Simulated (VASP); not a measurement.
# Li4Co (Im-3m) in VASP: further runs

The runs below take Li4Co through single point, relaxation of cell and atoms, with PBE.

Everything below comes from runs of VASP 6.6.1. Logs are shortened: lines on timing, memory, paths and dates and some standing lists are left out, and cuts for length are marked.

### 1 The cell of the first run

Symmetry: Im-3m, No. 229, cubic system. The conventional cell has a = 5.673 Å, b = 5.673 Å, c = 5.673 Å, α = 90.00°, β = 90.00°, γ = 90.00°. Li (site symmetry -3m) has 2 Co at 2.46 Å and 6 Li at 2.84 Å within 3.2 Å. Within 3.2 Å of Co (site symmetry m-3m) lie 8 Li at 2.46 Å.

The cell was built from a structure type or drawn by symmetry, and may not be a known phase.

### 2 Single point, PBE, collinear spin, ferromagnetic start

INCAR

```
SYSTEM = Li4Co
PREC = Accurate
ENCUT = 520
EDIFF = 1E-7
ISMEAR = 0
SIGMA = 0.1
LREAL = .False.
LASPH = .True.
NELM = 150
ALGO = Fast
ISIF = 2
LWAVE = .False.
LCHARG = .False.
ISPIN = 2
MAGMOM = 0 0 0 0 3
LORBIT = 11
LMAXMIX = 4
GGA = PE
NBANDS = 22
```

KPOINTS

```
Automatic mesh
0
Gamma
  6 6 6
  0 0 0
```

POSCAR

```
Li4Co
1.0
   -2.8364786055      2.8364786055      2.8364786055
    2.8364786055     -2.8364786055      2.8364786055
    2.8364786055      2.8364786055     -2.8364786055
Li Co
4 1
Direct
    0.0000000000      0.0000000000      0.5000000000
    0.5000000000      0.0000000000      0.0000000000
    0.5000000000      0.5000000000      0.5000000000
    0.0000000000      0.5000000000      0.0000000000
    0.0000000000      0.0000000000      0.0000000000
```

Potentials or basis: VASP PAW PBE potentials, release 64 (Li_sv, Co).

Launch:

```
> cat potpaw_PBE.64/Li_sv/POTCAR potpaw_PBE.64/Co/POTCAR > POTCAR
> mpirun -np 1 vasp_std > vasp.out
```

OUTCAR:

```text
SYSTEM = Li4Co
   PREC = Accurate
   ENCUT = 520
   EDIFF = 1E-7
   ISMEAR = 0
   LREAL = .False.
   LASPH = .True.
   NELM = 150
   ISIF = 2
   ISPIN = 2
   LORBIT = 11
   GGA = PE

 ion  position               nearest neighbor table
   1  0.000  0.000  0.500-   5 2.46   5 2.46
   2  0.500  0.000  0.000-   5 2.46   5 2.46
   3  0.500  0.500  0.500-   5 2.46   5 2.46
   4  0.000  0.500  0.000-   5 2.46   5 2.46
   5  0.000  0.000  0.000-   1 2.46   2 2.46   3 2.46   4 2.46   1 2.46   4 2.46   2 2.46   3 2.46

  LATTYP: Found a body centered cubic cell.
 ALAT       =     5.6729572110

  Lattice vectors:

 A1 = (  -2.8364786055,   2.8364786055,   2.8364786055)
 A2 = (   2.8364786055,  -2.8364786055,   2.8364786055)
 A3 = (   2.8364786055,   2.8364786055,  -2.8364786055)

Analysis of symmetry for initial positions (statically):
=====================================================================
 Subroutine PRICEL returns:
 Original cell was already a primitive cell.

 Routine SETGRP: Setting up the symmetry group for a
 body centered cubic supercell.

 Subroutine GETGRP returns: Found 48 space group operations
 (whereof 48 operations were pure point group operations)
 out of a pool of 48 trial point group operations.

The static configuration has the point symmetry O_h .

Analysis of symmetry for dynamics (positions and initial velocities):
=====================================================================
 Subroutine PRICEL returns:
 Original cell was already a primitive cell.

 Routine SETGRP: Setting up the symmetry group for a
 body centered cubic supercell.

 Subroutine GETGRP returns: Found 48 space group operations
 (whereof 48 operations were pure point group operations)
 out of a pool of 48 trial point group operations.

The dynamic configuration has the point symmetry O_h .

Analysis of structural, dynamic, and magnetic symmetry:
=====================================================================
 Subroutine PRICEL returns:
 Original cell was already a primitive cell.

[... 126 lines left out ...]
  Fermi-wavevector in a.u.,A,eV,Ry     =   1.003110  1.895602 13.690577  1.006229
  Thomas-Fermi vector in A             =   2.135640
   LORBIT       =     11    0 simple, 1 ext, 2 COOP (PROOUT), +10 PAW based schemes
   GGA     = PE    functional components
   LHFCALC =     F    Hartree Fock is set to
   AEXX    =    0.0000 exact exchange contribution
   IVDW    =     0    specifies the selected vdW correction
   LEPSILON=     F    determine dielectric tensor
   LRPA    =     F    only Hartree local field effects (RPA)
 spin polarized calculation
 RMM-DIIS sequential band-by-band and
 Gauss-broadening in eV      SIGMA  =   0.10
  energy-cutoff  :      520.00
  volume of cell :       91.28
 maximum number of plane-waves:      2491
 NGX is ok and might be reduce to    40
   NGX = 19   NGY = 19   NGZ = 19

 number of electron      21.0000018 magnetization       1.2266926

 Free energy of the ion-electron system (eV)
  ---------------------------------------------------
  ext. energy  EPLUGINS =         0.00000000
  ---------------------------------------------------
  free energy    TOTEN  =       -12.44371730 eV

  energy without entropy =      -12.43201532  energy(sigma->0) =      -12.43786631

 E-fermi :   1.5001     XC(G=0):  -7.7920

 val. band max:        1.4908581963   @ k =  -0.1667   0.1667   0.1667
 cond. band min:       1.5507030329   @ k =   0.3333   0.1667   0.1667
 fundamental gap:      0.0598448366
 Fermi energy:         1.5001197420

 spin component 1

 k-point     1 :       0.0000    0.0000    0.0000
  band No.  band energies     occupation
      1     -44.6974      1.00000
      2     -44.6683      1.00000
      3     -44.6683      1.00000
      4     -44.6683      1.00000
      5      -2.6572      1.00000
      6      -0.3856      1.00000
[... 389 lines left out ...]
     21      10.2263      0.00000
     22      12.5878      0.00000
 Fermi energy:         1.5001197420

 spin component 2

 k-point     1 :       0.0000    0.0000    0.0000
  band No.  band energies     occupation
      1     -44.7099      1.00000
      2     -44.6807      1.00000
      3     -44.6807      1.00000
      4     -44.6807      1.00000
      5      -2.6397      1.00000
      6       0.9160      1.00000
[... 389 lines left out ...]
     21      10.2098      0.00000
     22      12.4448      0.00000

------------------------ aborting loop because EDIFF is reached ----------------------------------------

  FORCE on cell =-STRESS in cart. coord.  units (eV):
  Direction    XX          YY          ZZ          XY          YZ          ZX
  --------------------------------------------------------------------------------------
  -------------------------------------------------------------------------------------
  Total        1.0137614      1.0137614      1.0137614      0.0000000     -0.0000000      0.0000000
  in kB       17.7929434     17.7929434     17.7929434      0.0000000     -0.0000000      0.0000000
  external PRESSURE =      17.7929434 kB  Pullay stress =       0.0000000 kB

 VOLUME and BASIS-vectors are now :
 -----------------------------------------------------------------------------
  energy-cutoff  :      520.00
  volume of cell :       91.28
      direct lattice vectors                 reciprocal lattice vectors
    -2.836478605  2.836478605  2.836478605     0.000000000  0.176274906  0.176274906
     2.836478605 -2.836478605  2.836478605     0.176274906  0.000000000  0.176274906
     2.836478605  2.836478605 -2.836478605     0.176274906  0.176274906  0.000000000

 POSITION                                       TOTAL-FORCE (eV/Angst)
 -----------------------------------------------------------------------------------
      1.41824      1.41824     -1.41824        -0.000000      0.000000      0.000000
     -1.41824      1.41824      1.41824         0.000000     -0.000000      0.000000
      1.41824      1.41824      1.41824         0.000000      0.000000     -0.000000
      1.41824     -1.41824      1.41824        -0.000000     -0.000000     -0.000000
      0.00000      0.00000      0.00000         0.000000      0.000000      0.000000
 -----------------------------------------------------------------------------------
    total drift:                                0.000000     -0.000000      0.000000

  FREE ENERGIE OF THE ION-ELECTRON SYSTEM (eV)
  ---------------------------------------------------
  free  energy   TOTEN  =       -12.4437173002 eV

  energy  without entropy=      -12.4320153235  energy(sigma->0) =      -12.43786631

 total charge

# of ion       s       p       d       tot
------------------------------------------
    1        2.035   0.059   0.000   2.094
    2        2.035   0.059   0.000   2.094
    3        2.035   0.059   0.000   2.094
    4        2.035   0.059   0.000   2.094
    5        0.565   0.137   7.380   8.082
--------------------------------------------------
tot          8.707   0.372   7.380  16.458

 magnetization (x)

# of ion       s       p       d       tot
------------------------------------------
    1       -0.000  -0.007   0.000  -0.007
    2       -0.000  -0.007   0.000  -0.007
    3       -0.000  -0.007   0.000  -0.007
    4       -0.000  -0.007   0.000  -0.007
    5        0.014   0.012   1.380   1.406
--------------------------------------------------
tot          0.013  -0.014   1.380   1.380
```

OSZICAR:

```text
N       E                     dE             d eps       ncg     rms          rms(c)
DAV:   1     0.115015584860E+03    0.11502E+03   -0.87025E+03  1408   0.975E+02
DAV:   2     0.674033250802E+01   -0.10828E+03   -0.10196E+03  1450   0.249E+02
[... 15 lines left out ...]
RMM:  18    -0.124437168609E+02   -0.18674E-05   -0.18426E-05  2336   0.153E-02    0.743E-03
RMM:  19    -0.124437166959E+02    0.16493E-06   -0.82715E-06  2291   0.107E-02    0.232E-03
RMM:  20    -0.124437173153E+02   -0.61940E-06   -0.40868E-06  2228   0.778E-03    0.102E-03
RMM:  21    -0.124437173627E+02   -0.47384E-07   -0.21176E-06  1981   0.529E-03    0.528E-04
RMM:  22    -0.124437173718E+02   -0.91152E-08   -0.10296E-06  1881   0.408E-03    0.481E-04
RMM:  23    -0.124437173002E+02    0.71604E-07   -0.54396E-07  1798   0.344E-03
   1 F= -.12443717E+02 E0= -.12437866E+02  d E =-.117020E-01  mag=     1.2267
```

stdout:

```text
POSCAR found type information on POSCAR LiCo
 POSCAR found :  2 types and       5 ions
 scaLAPACK will be used
 LDA part: xc-table for (Slater+PW92), standard interpolation
 POSCAR, INCAR and KPOINTS ok, starting setup
 FFT: planning ... GRIDC
 FFT: planning ... GRID_SOFT
 FFT: planning ... GRID
 WAVECAR not read
 entering main loop
WARNING in EDDRMM: call to ZHEGV failed, returncode =   8  4     11
 num prob RMM:  18    -0.124437168609E+02   -0.18674E-05   -0.18426E-05  2336   0.153E-02    0.743E-03
WARNING in EDDRMM: call to ZHEGV failed, returncode =   8  4      6
WARNING in EDDRMM: call to ZHEGV failed, returncode =   6  3      5
 num prob WARNING in EDDRMM: call to ZHEGV failed, returncode =   6  3     14
 num prob  num prob WARNING in EDDRMM: call to ZHEGV failed, returncode =   8  4     22
 num prob  num prob  num prob RMM:  21    -0.124437173627E+02   -0.47384E-07   -0.21176E-06  1981   0.529E-03    0.528E-04
 num prob  num prob  num prob  num prob  num prob RMM:  22    -0.124437173718E+02   -0.91152E-08   -0.10296E-06  1881   0.408E-03    0.481E-04
 num prob WARNING in EDDRMM: call to ZHEGV failed, returncode =   8  4     18
```

It took 5.1 min on 1 thread of Intel Xeon 8259CL, shared host; peak memory 0.31 GiB.

What came out:

* Free energy: -12.4437 eV
* Net moment: 1.23 μB per cell
* Site moments: Li -0.01; Co +1.41 μB
* Valence electrons inside the program's atomic spheres: Li 2.09; Co 8.08

Levels at points of the mesh, in eV from the Fermi level:
Spin up:
| k point | band 7 | band 8 | band 9 | band 10 | band 11 | band 12 | band 13 | band 14 | band 15 | band 16 |
| --- | --- | --- | --- | --- | --- | --- | --- | --- | --- | --- |
| (0.00, 0.00, 0.00) | -1.89 | -1.31 | -1.31 | -1.31 | 1.52 | 1.52 | 1.52 | 3.32 | 3.32 | 3.32 |
| (0.50, 0.00, 0.00) | -1.91 | -1.65 | -1.43 | -1.41 | -1.40 | 1.01 | 1.60 | 1.91 | 3.68 | 4.51 |
| (0.50, 0.50, 0.50) | -2.35 | -1.44 | -1.44 | -1.44 | 0.54 | 0.54 | 0.99 | 0.99 | 0.99 | 6.83 |
Spin down:
| k point | band 6 | band 7 | band 8 | band 9 | band 10 | band 11 | band 12 | band 13 | band 14 | band 15 |
| --- | --- | --- | --- | --- | --- | --- | --- | --- | --- | --- |
| (0.00, 0.00, 0.00) | -0.58 | -0.58 | -0.58 | 0.16 | 0.16 | 1.59 | 1.59 | 1.59 | 3.14 | 3.14 |
| (0.50, 0.00, 0.00) | -1.77 | -0.86 | -0.74 | -0.68 | -0.10 | 0.12 | 0.99 | 1.66 | 2.22 | 3.62 |
| (0.50, 0.50, 0.50) | -1.32 | -1.32 | -0.74 | -0.74 | -0.74 | 0.97 | 0.97 | 0.97 | 1.54 | 1.55 |

Caveat: the cutoff is under 1.25 times the usual one of these potentials, so pressure, stress and relaxed cells hold a basis-set (Pulay) error.

### 3 Relaxation of cell and atoms, PBE, collinear spin, ferromagnetic start

This run uses another cell than the first one, of 10.62 Å³/atom.

INCAR

```
  ALGO = Normal
  EDIFF = 1E-7
  EDIFFG = -0.04
  ENCUT = 600
  GGA = PE
  IBRION = 2
  ISIF = 3
  ISMEAR = 0
  ISPIN = 2
  LASPH = True
  LCHARG = False
  LMAXMIX = 4
  LORBIT = 11
  LREAL = False
  LWAVE = False
  MAGMOM = 0 0 0 0 3
  NELM = 150
  NSW = 90
  PREC = Accurate
  SIGMA = 0.1
```

KPOINTS

```
k-points
0
Gamma
  6 6 6
```

POSCAR: that of step 2 with these lines changed.

```diff
@@ -2,5 +2,5 @@
 1.0
-   -2.8364786055      2.8364786055      2.8364786055
-    2.8364786055     -2.8364786055      2.8364786055
-    2.8364786055      2.8364786055     -2.8364786055
+   -2.3677021700      2.3677021700      2.3677021700
+    2.3677021700     -2.3677021700      2.3677021700
+    2.3677021700      2.3677021700     -2.3677021700
 Li Co
```

Potentials or basis: VASP PAW PBE potentials, release 64 (Li_sv, Co).

Launch:

```
> cat potpaw_PBE.64/Li_sv/POTCAR potpaw_PBE.64/Co/POTCAR > POTCAR
> mpirun -np 1 vasp_std > vasp.out
```

It took 6.1 min on 1 thread of Intel Xeon 8259CL, shared host; peak memory 0.25 GiB.

The run converged. Its results:

| Item | Value |
| --- | --- |
| Free energy | -12.1017 eV |
| Relaxed volume | 17.22 Å³/atom |
| Relaxed cell | a = 4.818 Å, b = 4.818 Å, c = 4.818 Å, α = 109.47°, β = 109.47°, γ = 109.47° |
| Space group after relaxing (to 0.1 Å) | Im-3m (No. 229) |
| Energy gained by relaxing | 481.4 meV/atom |
| Ionic steps | 4 |
| Pressure after relaxing | 0.0 GPa |
| Net moment | 0.00 μB per cell |
| Valence electrons inside the program's atomic spheres | Li 2.10; Co 8.20 |

The path:
```
step  energy change (eV)  largest force (eV/Å)  pressure (GPa)  volume (Å³)
   1              0.0000                0.0000           31.54        53.09
   2             -2.0262                0.0000            8.82        70.83
   3             -2.3935                0.0000            1.42        83.06
   4             -2.4069                0.0000            0.04        86.09
```

Final structure:
```
CELL_PARAMETERS angstrom
-2.78157 2.78157 2.78157
2.78157 -2.78157 2.78157
2.78157 2.78157 -2.78157
ATOMIC_POSITIONS crystal
Li 0.00000 0.00000 0.50000
Li 0.50000 0.00000 0.00000
Li 0.50000 0.50000 0.50000
Li 0.00000 0.50000 0.00000
Co 0.00000 0.00000 0.00000
```

Levels at points of the mesh, in eV from the Fermi level:
Spin up:
| k point | band 7 | band 8 | band 9 | band 10 | band 11 | band 12 | band 13 | band 14 |
| --- | --- | --- | --- | --- | --- | --- | --- | --- |
| (0.00, 0.00, 0.00) | -0.21 | -0.21 | -0.18 | -0.18 | 1.92 | 1.92 | 1.92 | 3.49 |
| (0.50, 0.00, 0.00) | -0.66 | -0.39 | -0.33 | -0.22 | -0.20 | 1.27 | 2.06 | 2.47 |
| (0.50, 0.50, 0.50) | -1.39 | -0.40 | -0.40 | -0.40 | 1.39 | 1.39 | 1.39 | 1.45 |
Spin down:
| k point | band 6 | band 7 | band 8 | band 9 | band 10 | band 11 | band 12 | band 13 | band 14 | band 15 |
| --- | --- | --- | --- | --- | --- | --- | --- | --- | --- | --- |
| (0.00, 0.00, 0.00) | -0.21 | -0.21 | -0.21 | -0.18 | -0.18 | 1.92 | 1.92 | 1.92 | 3.49 | 3.49 |
| (0.50, 0.00, 0.00) | -1.53 | -0.66 | -0.39 | -0.33 | -0.22 | -0.20 | 1.27 | 2.06 | 2.47 | 4.10 |
| (0.50, 0.50, 0.50) | -1.39 | -1.39 | -0.40 | -0.40 | -0.40 | 1.39 | 1.39 | 1.39 | 1.45 | 1.45 |

Caveat: the cutoff is under 1.25 times the usual one of these potentials, so pressure, stress and relaxed cells hold a basis-set (Pulay) error; the volume moved by over 15 % at a fixed basis, so the end points are rough.
